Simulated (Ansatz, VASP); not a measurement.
One calculation of MgS, two programs

```
Mg S
1.0
     0.00000    2.60165    2.60165
     2.60165    0.00000    2.60165
     2.60165    2.60165    0.00000
Mg S
1 1
Direct
  0.00000 0.00000 0.00000
  0.51922 0.48078 0.44234
```

Alike in both runs: task single point; functional PBE; k mesh 8 × 8 × 8; occupations gaussian, width 0.05 eV; no spin polarisation.

|  | VASP | Ansatz |
| --- | --- | --- |
| version | VASP 6.6.1 | Ansatz 0.2.0 |
| potentials or method | VASP PAW PBE potentials, release 64 (Mg, S), cutoff 520 eV | scalar-relativistic, plane waves, PAW |
| valence electrons in the cell | 8 | 16 |

Ansatz gave:

| Property | Result |
| --- | --- |
| gap on the k mesh at the Fermi level (eV) | 2.80 |
| least direct gap on the mesh (eV) | 3.71 |
| pressure (GPa) | 2.9 |
| traceless stress, the component that is largest in VASP (GPa) | 2.95 |
| rms of the force components (eV/Å) | 0.421 |

Task: What did VASP give for the same quantities?

Result: gap on the k mesh at the Fermi level (eV): 2.79; least direct gap on the mesh (eV): 3.70; pressure (GPa): 2.6; traceless stress, the component that is largest in VASP (GPa): 2.96; rms of the force components (eV/Å): 0.421.

Atom by atom the forces differ by 0.000 eV/Å (rms over components). VASP's potentials hold 8 valence electrons a cell and Ansatz's 16, so a difference there can come from the potentials and not from the codes.
